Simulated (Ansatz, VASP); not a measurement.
One calculation of SnTe, two programs

```xyz
2
Lattice="0.0000 3.0457 3.2642 3.0457 0.0000 3.2642 3.0457 3.0457 0.0000" Properties=species:S:1:pos:R:3 pbc="T T T"
Sn    0.0000    0.0000    0.0000
Te    3.0457    3.0457    3.2642
```

Change from the starting cell: mode 4 frozen in at +0.000 Å, strain +e along z and -e/2 along x and y +0.0467.

Alike in both runs: task single point; functional LDA; k mesh 10 × 10 × 10; occupations gaussian, width 0.03 eV; no spin polarisation.

```csv
,VASP,Ansatz
version,VASP 6.6.1,Ansatz 0.2.0
potentials or method,"VASP PAW LDA potentials, release 64 (Sn_d, Te), cutoff 520 eV","scalar-relativistic, plane waves, PAW"
valence electrons in the cell,20,30
```

VASP gave:

```
gap on the k mesh at the Fermi level (eV)                     : none
pressure (GPa)                                                : 0.7
traceless stress, the component that is largest in VASP (GPa) : -5.68
```

What did Ansatz give for the same quantities?

gap on the k mesh at the Fermi level (eV): none; pressure (GPa): 0.7; traceless stress, the component that is largest in VASP (GPa): -5.67.

LDA's correlation is that of Perdew and Zunger in VASP and of Perdew and Wang (1992) in Ansatz. A gap of «none» marks a metal or a gap that the smearing closes. VASP's potentials hold 20 valence electrons a cell and Ansatz's 30, so a difference there can come from the potentials and not from the codes.

Neither program's run includes spin-orbit coupling.
